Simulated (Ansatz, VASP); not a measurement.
## ZrO2 in VASP and in Ansatz

File POSCAR:

```
ZrO2
1.0
    3.6370388245      0.0000000000      0.0000000000
    0.0000000000      3.6370388245      0.0000000000
    0.0000000000      0.0000000000      5.2794314126
Zr O
2 4
Direct
    0.0000000000      0.0000000000      0.0000000000
    0.5000000000      0.5000000000      0.5000000000
    0.0000000000      0.5000000000      0.3089007931
    0.0000000000      0.5000000000      0.8089007931
    0.5000000000      0.0000000000      0.6910992069
    0.5000000000      0.0000000000      0.1910992069
```

File INCAR.step1:

```
PREC = Accurate ; ENCUT = 660
ISMEAR = 0 ; SIGMA = 0.01
LREAL = F ; LASPH = T
NELM = 200 ; LNONCOLLINEAR = T
MAGMOM = 0 0 0 0 0 0 0 0 0 0 0 0 0 0 0 0 0 0 ; LSORBIT = T
GGA_COMPAT = F ; LMAXMIX = 4
NBANDS = 64 ; GGA = PE
ALGO = Normal ; EDIFF = 1E-5
LWAVE = T ; LCHARG = F
KPAR = 4
```

File INCAR.step2:

```
PREC = Accurate ; ENCUT = 660
EDIFF = 1E-6 ; ISMEAR = 0
SIGMA = 0.01 ; LREAL = F
LASPH = T ; NELM = 200
ALGO = Normal ; ISIF = 2
LWAVE = F ; LCHARG = T
LNONCOLLINEAR = T ; MAGMOM = 0 0 0 0 0 0 0 0 0 0 0 0 0 0 0 0 0 0
LORBIT = 11 ; LSORBIT = T
GGA_COMPAT = F ; LORBMOM = T
LMAXMIX = 4 ; METAGGA = R2SCAN
LMIXTAU = T ; LVHAR = T
NBANDS = 64 ; ISTART = 1
KPAR = 4
```

File KPOINTS:

```
Automatic mesh
0
Gamma
  8 8 6
```

Input for Ansatz:

```yaml
crystal:
  lattice:
    - [3.6370388245, 0.0, 0.0]
    - [0.0, 3.6370388245, 0.0]
    - [0.0, 0.0, 5.2794314126]
  atoms:
    - { symbol: Zr, position: [0.0, 0.0, 0.0] }
    - { symbol: Zr, position: [0.5, 0.5, 0.5] }
    - { symbol: O, position: [0.0, 0.5, 0.3089007931] }
    - { symbol: O, position: [0.0, 0.5, 0.8089007931] }
    - { symbol: O, position: [0.5, 0.0, 0.6910992069] }
    - { symbol: O, position: [0.5, 0.0, 0.1910992069] }
kpoints:
  mp_grid: { grid: [8, 8, 6] }
  band_path:
    path:
      - [0.0, 0.0, 0.0]
      - [0.0, 0.5, 0.0]
      - [0.5, 0.5, 0.0]
      - [0.0, 0.0, 0.5]
      - [0.0, 0.5, 0.5]
      - [0.5, 0.5, 0.5]
      - [0.234375, 0.234375, 0.0]
    npoints: 1
hamiltonian:
  xc: r2scan
scf:
  occupations: { method: fixed }
  n_extra_bands: 10
magnetization:
  noncollinear: true
  spin_orbit: true
output:
  forces: true
  stress: true
  eigenvalues: true
  write_density: true
  write_potential: true
  elf: true
  volumetric_format: npy
```

Change from the starting cell: hydrostatic strain +1.0%.

Alike in both runs: task single point; functional r2SCAN; k mesh 8 × 8 × 6; non-collinear spin, spin-orbit coupling.

|  | VASP | Ansatz |
| --- | --- | --- |
| version | VASP 6.6.1 | Ansatz 0.2.0 |
| potentials or method | VASP PAW PBE potentials, release 64 (Zr_sv, O) | plane waves, PAW |
| plane-wave cutoff (eV) | 660 | 500 |
| occupations | gaussian, width 0.01 eV | fixed |
| valence electrons in the cell | 48 | 48 |

```tsv
	VASP	Ansatz	Ansatz less VASP
pressure (GPa)	-5.3	-5.4	-0.09
traceless stress, the component that is largest in VASP (GPa)	1.50	1.59	+0.091
rms of the force components (eV/Å)	0.011	0.001	-0.0101
```

VASP's potentials were made for PBE, not for r2SCAN. Atom by atom the forces differ by 0.012 eV/Å (rms over components).
